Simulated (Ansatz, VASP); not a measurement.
**Two plane-wave programs on Be2B3**

```
Be B
1.0
     3.23251    0.00000    0.00000
    -1.61625    2.79943    0.00000
     0.00000    0.00000    4.86954
Be B
2 3
Direct
  0.33333 0.66667 0.00000
  0.66667 0.33333 0.00000
  0.33333 0.66667 0.50000
  0.66667 0.33333 0.50000
  0.00000 0.00000 0.00000
```

Alike in both runs: task relaxation of cell and atoms; functional PBE; k mesh 12 × 12 × 8; occupations gaussian, width 0.1 eV; no spin polarisation.

```csv
,VASP,Ansatz
version,VASP 6.6.1,Ansatz 0.2.0
potentials or method,"VASP PAW PBE potentials, release 64 (Be, B), cutoff 600 eV","scalar-relativistic, plane waves, PAW"
valence electrons in the cell,13,13
```

|  | VASP | Ansatz | Ansatz less VASP |
| --- | --- | --- | --- |
| gap on the k mesh at the Fermi level, each at its own relaxed structure (eV) | none | none | - |
| relaxed volume (Å³/atom) | 8.69 | 8.69 | -0.006 |
| relaxed length of the cell vector where the two differ most in proportion (Å) | 4.788 | 4.785 | -0.0027 |

A gap of «none» marks a metal or a gap that the smearing closes.
